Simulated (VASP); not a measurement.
Runs of VASP 6.6.1 on Pd. The structure is that of space group Fm-3m (No. 225), or close to it. The cells are those of the table. 

```csv
cell,further INCAR settings,gap on the mesh (eV),pressure (GPa)
"a = 2.751, b = 2.751, c = 2.854 Å, angles 58.8, 58.8, 57.5°, 1 atom",ALGO = Fast; EDIFF = 1e-06; NBANDS = 11,none,(b)
"a = 2.751, b = 2.751, c = 2.682 Å, angles 60.8, 60.8, 61.7°, 1 atom",ALGO = Fast; EDIFF = 1e-06; NBANDS = 11,none,7.9
"a = 2.751, b = 2.751, c = 2.785 Å, angles 59.6, 59.6, 59.2°, 1 atom",ALGO = Fast; EDIFF = 1e-07; NBANDS = 11,none,7.5
"a = 2.752, b = 2.752, c = 2.871 Å, angles 58.6, 58.6, 57.1°, 1 atom",ALGO = Fast; EDIFF = 1e-07; NBANDS = 11,none,9.0
"a = 2.751, b = 2.751, c = 2.768 Å, angles 59.8, 59.8, 59.6°, 1 atom",ALGO = Fast; EDIFF = 1e-06; NBANDS = 11,none,7.4
"a = 2.751, b = 2.751, c = 2.802 Å, angles 59.4, 59.4, 58.8°, 1 atom",ALGO = Fast; EDIFF = 1e-06; NBANDS = 11,none,7.7
"a = 2.751, b = 2.751, c = 2.836 Å, angles 59.0, 59.0, 57.9°, 1 atom",ALGO = Fast; EDIFF = 1e-07; NBANDS = 11,none,(a)
```

Alike in all rows: task single point; level PBE; potentials or basis VASP PAW PBE potentials, release 64 (Pd); no spin polarisation; k mesh 20 × 20 × 20; cutoff (eV) 520; smearing gaussian 0.15 eV.

Q: Estimate the missing entries.

A: (a) 8.2; (b) 8.5.

Caveats: the cell stands under pressure.

A k mesh can miss the band edges, and the runs leave out spin-orbit coupling on Pd.

A gap of «none» marks levels without a gap at the run's occupations.
